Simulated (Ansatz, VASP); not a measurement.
**MgO: VASP beside Ansatz**

INCAR

```
ALGO     = Normal         # electronic algorithm
EDIFF    = 1E-6           # SCF threshold, eV
ENCUT    = 840            # plane-wave cutoff, eV
GGA      = PE             # functional
GGA_COMPAT= F            
ISIF     = 2              # what is computed and relaxed
ISMEAR   = 0              # smearing method
LASPH    = T              # aspherical terms in the spheres
LCHARG   = F              # write CHGCAR
LREAL    = F              # projectors in reciprocal space
LWAVE    = F              # write WAVECAR
NBANDS   = 24             # bands
NELM     = 120            # most SCF steps
PREC     = Accurate       # precision mode
SIGMA    = 0.05           # smearing width, eV
```

KPOINTS

```
k-points
0
Gamma
  9 9 6
```

POSCAR

```
MgO
1.0
    3.3453000000      0.0000000000      0.0000000000
   -1.6726500000      2.8971147833      0.0000000000
    0.0000000000      0.0000000000      4.0698000000
Mg O
2 2
Direct
    0.6666666667      0.3333333333      0.7500000000
    0.3333333333      0.6666666667      0.2500000000
    0.6666666667      0.3333333333      0.2500000000
    0.3333333333      0.6666666667      0.7500000000
```

Input for Ansatz:

```yaml
crystal:
  lattice:
    - [3.3453, 0.0, 0.0]
    - [-1.67265, 2.8971147833, 0.0]
    - [0.0, 0.0, 4.0698]
  atoms:
    - { symbol: Mg, position: [0.6666666667, 0.3333333333, 0.75] }
    - { symbol: Mg, position: [0.3333333333, 0.6666666667, 0.25] }
    - { symbol: O, position: [0.6666666667, 0.3333333333, 0.25] }
    - { symbol: O, position: [0.3333333333, 0.6666666667, 0.75] }
basis:
  ecutwfc: 520.0
kpoints:
  mp_grid: { grid: [9, 9, 6] }
hamiltonian:
  xc: pbe
  pseudopotentials: { kind: paw, azcp: { folder: soft_1 } }
scf:
  occupations: { method: gaussian, width: 0.05 }
output:
  forces: true
  stress: true
  eigenvalues: true
```

Alike in both runs: task single point; functional PBE; k mesh 9 × 9 × 6; occupations gaussian, width 0.05 eV; no spin polarisation.

|  | VASP | Ansatz |
| --- | --- | --- |
| version | VASP 6.6.1 | Ansatz 0.2.0 |
| potentials or method | VASP PAW PBE potentials, release 64 (Mg_sv, O), cutoff 840 eV | scalar-relativistic, plane waves, PAW |
| valence electrons in the cell | 32 | 32 |

|  | VASP | Ansatz | Ansatz less VASP |
| --- | --- | --- | --- |
| gap on the k mesh at the Fermi level (eV) | 4.01 | 4.02 | +0.011 |
| least direct gap on the mesh (eV) | 4.01 | 4.02 | +0.011 |
| pressure (GPa) | 24.0 | 23.7 | -0.23 |
| traceless stress, the component that is largest in VASP (GPa) | -1.35 | -1.30 | +0.042 |

With one functional, cell and mesh, what is left measures potentials, basis and numerics.
